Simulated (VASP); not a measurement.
Ga3Sb, 4 atoms in the cell. Symmetry: I4/mmm, No. 139, tetragonal system. Conventional cell: a = 4.318 Å, b = 4.318 Å, c = 9.521 Å, α = 90.00°, β = 90.00°, γ = 90.00°. Sb (site symmetry 4/mmm) has 12 Ga at 3.05 to 3.21 Å within 4.0 Å. Ga (site symmetry 4/mmm) has 4 Sb at 3.05 Å and 8 Ga at 3.21 Å within 4.0 Å. Ga (site symmetry -4m2) has 8 Ga at 3.05 to 3.21 Å and 4 Sb at 3.21 Å within 4.0 Å. 

- Program: VASP 6.6.1
- Task: single point
- Functional: PBEsol
- Potentials or basis: VASP PAW PBE potentials, release 64 (Sb, Ga_d)
- Cutoff: 520 eV
- k mesh: 9 × 9 × 9
- Occupations: fermi-dirac, width 0.05 eV
- Spin: no spin polarisation
- Dipole correction: no
- Further INCAR settings: ALGO = Fast; EDIFF = 1e-06; NBANDS = 30

Potentials or basis: VASP PAW PBE potentials, release 64 (Sb, Ga_d).

Launch:

```sh
$ cat potpaw_PBE.64/Sb/POTCAR potpaw_PBE.64/Ga_d/POTCAR > POTCAR
$ mpirun -np 1 vasp_std > vasp.out
```

Hardware: 1 thread of AMD EPYC 7R43 64-Core Processor (Zen 3), on a shared host.

How long does it take, and how much memory?

Wall time 3.8 min on 1 thread of AMD EPYC 7R43 64-Core Processor (Zen 3), with other jobs on the host, peak memory 0.33 GiB. Counts: scf iterations 13, k points 75.
